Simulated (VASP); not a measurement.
SnSe, 2 atoms in the cell. It takes space group Cm (No. 8, monoclinic). Conventional cell: a = 7.373 Å, b = 4.257 Å, c = 4.257 Å, α = 90.00°, β = 125.26°, γ = 90.00°. Within 3.8 Å of Sn (site symmetry m) lie 6 Se at 2.91 to 3.11 Å. Within 3.8 Å of Se (site symmetry m) lie 6 Sn at 2.91 to 3.11 Å.  This cell differs from its parent crystal: atom 1 (Sn) moved by (-0.100, -0.100) A along [1 1 0] and z.

* Program: VASP 6.6.1
* Task: single point
* Functional: r2SCAN
* Potentials or basis: VASP PAW PBE potentials, release 64 (Sn_d, Se)
* Cutoff: 520 eV
* k mesh: 10 × 10 × 10
* Occupations: gaussian, width 0.05 eV
* Spin: no spin polarisation
* Dipole correction: no
* Further INCAR settings: ALGO = Normal; EDIFF = 1e-07; NBANDS = 17

Potentials or basis: VASP PAW PBE potentials, release 64 (Sn_d, Se).

Launch:

```sh
$ cat potpaw_PBE.64/Sn_d/POTCAR potpaw_PBE.64/Se/POTCAR > POTCAR
$ cp INCAR.step1 INCAR
$ mpirun -np 1 vasp_std > vasp.out
$ cp INCAR.step2 INCAR
$ mpirun -np 1 vasp_std > vasp.out
```

Hardware: 1 thread of AMD EPYC 7R13 Processor (Zen 3), with other jobs on the host.

Question: Estimate the wall time of this run.

Answer: Run time: 12 min on 1 thread of AMD EPYC 7R13 Processor (Zen 3) (shared host), peak memory 0.36 GiB. Counts: k points 282.
